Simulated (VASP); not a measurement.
Write the native input for VASP 6.6.1 that does the following.

```
Task                   : single point
Functional             : PBE
Potentials or basis    : VASP PAW PBE potentials, release 64 (Hg, Te)
Cutoff                 : 500 eV
k mesh                 : 10 × 10 × 8
Occupations            : gaussian, width 0.1 eV
Spin                   : no spin polarisation
Dipole correction      : no
Further INCAR settings : ALGO = Normal; EDIFF = 1e-06; NBANDS = 26
```

The structure of HgTe lies in POSCAR:

```
HgTe
1.0
    3.0271414333     -3.5168527776      0.0000000000
    3.0271414333      3.5168527776      0.0000000000
    0.0000000000      0.0000000000      5.9603894329
Hg Te
2 2
Direct
    0.3402816517      0.6597183483      0.7500000000
    0.6597183483      0.3402816517      0.2500000000
    0.7967292218      0.2032707782      0.7500000000
    0.2032707782      0.7967292218      0.2500000000
```

This cell differs from its parent crystal: strained.

These files were run (other wordings do the same):

INCAR

```
PREC = Accurate
ENCUT = 500
EDIFF = 1E-6
ISMEAR = 0
SIGMA = 0.1
LREAL = F
LASPH = T
NELM = 120
ALGO = Normal
ISIF = 2
LWAVE = F
LCHARG = F
GGA = PE
NBANDS = 26
GGA_COMPAT = F
```

KPOINTS

```
regular mesh
0
Gamma
  10 10 8
```

Potentials or basis: VASP PAW PBE potentials, release 64 (Hg, Te).

Command:

```bash
$ cat potpaw_PBE.64/Hg/POTCAR potpaw_PBE.64/Te/POTCAR > POTCAR
$ mpirun -np 1 vasp_std > vasp.out
```

It gave:

```yaml
Pressure: -2.5 GPa
Largest_force: 0.287 eV/Å
Band_gap_on_the_k_mesh: zero (bands 18 and 19 overlap by 1.94 eV)
```

Caveat: the cell differs from its parent crystal (strained); spin-orbit coupling is left out, which moves the levels of the heavy elements.

Wall time 8.9 min on 1 thread of Oxide Virtual Turin-like Processor, with other jobs on the host, peak memory 0.51 GiB.
